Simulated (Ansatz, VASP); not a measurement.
# Two plane-wave programs on AlCu3

Contents of POSCAR:

```
AlCu3
1.0
    3.7593745829      0.0000000000      0.0000000000
    0.0000000000      3.7593745829      0.0000000000
    0.0000000000      0.0000000000      3.7593745829
Al Cu
1 3
Direct
    0.0000000000      0.0000000000      0.0000000000
    0.5000000000      0.5000000000      0.0000000000
    0.5000000000      0.0000000000      0.5000000000
    0.0000000000      0.5000000000      0.5000000000
```

The input INCAR.step1:

```
ALGO     = Normal         # electronic algorithm
EDIFF    = 1E-4           # SCF threshold, eV
ENCUT    = 520            # plane-wave cutoff, eV
GGA      = PE             # functional
ISMEAR   = 0              # smearing method
LASPH    = T              # aspherical terms in the spheres
LCHARG   = F              # write CHGCAR
LREAL    = F              # projectors in reciprocal space
LWAVE    = T              # write WAVECAR
NBANDS   = 26             # bands
NELM     = 80             # most SCF steps
PREC     = Accurate       # precision mode
SIGMA    = 0.1            # smearing width, eV
```

File INCAR.step2:

```
ALGO     = Normal         # electronic algorithm
EDIFF    = 1E-6           # SCF threshold, eV
ENCUT    = 520            # plane-wave cutoff, eV
ISIF     = 2              # what is computed and relaxed
ISMEAR   = 0              # smearing method
ISTART   = 1            
LASPH    = T              # aspherical terms in the spheres
LCHARG   = F              # write CHGCAR
LMIXTAU  = T            
LREAL    = F              # projectors in reciprocal space
LWAVE    = F              # write WAVECAR
METAGGA  = R2SCAN         # meta-GGA
NBANDS   = 26             # bands
NELM     = 80             # most SCF steps
PREC     = Accurate       # precision mode
SIGMA    = 0.1            # smearing width, eV
```

Contents of KPOINTS:

```
k-points
0
Gamma
  12 12 12
```

Input for Ansatz:

```yaml
crystal:
  lattice:
    - [3.7593745829, 0.0, 0.0]
    - [0.0, 3.7593745829, 0.0]
    - [0.0, 0.0, 3.7593745829]
  atoms:
    - { symbol: Al, position: [0.0, 0.0, 0.0] }
    - { symbol: Cu, position: [0.5, 0.5, 0.0] }
    - { symbol: Cu, position: [0.5, 0.0, 0.5] }
    - { symbol: Cu, position: [0.0, 0.5, 0.5] }
basis:
  ecutwfc: 500
kpoints:
  mp_grid: { grid: [12, 12, 12] }
hamiltonian:
  xc: r2scan
scf:
  occupations: { method: gaussian, width: 0.1 }
output:
  forces: true
  stress: true
  eigenvalues: true
  write_density: true
  write_potential: true
  elf: true
  volumetric_format: npy
```

Alike in both runs: task single point; functional r2SCAN; k mesh 12 × 12 × 12; occupations gaussian, width 0.1 eV; no spin polarisation.

|  | VASP | Ansatz |
| --- | --- | --- |
| version | VASP 6.6.1 | Ansatz 0.2.0 |
| potentials or method | VASP PAW PBE potentials, release 64 (Al, Cu), cutoff 520 eV | scalar-relativistic, plane waves, PAW |
| valence electrons in the cell | 36 | 60 |

VASP gave:

| Item | Value |
| --- | --- |
| gap on the k mesh at the Fermi level (eV) | none |
| pressure (GPa) | -11.2 |

Problem. What did Ansatz give for the same quantities?

Solution. gap on the k mesh at the Fermi level (eV): none; pressure (GPa): -11.5.

VASP's potentials were made for PBE, not for r2SCAN. A gap of «none» marks a metal or a gap that the smearing closes. VASP's potentials hold 36 valence electrons a cell and Ansatz's 60, so a difference there can come from the potentials and not from the codes.
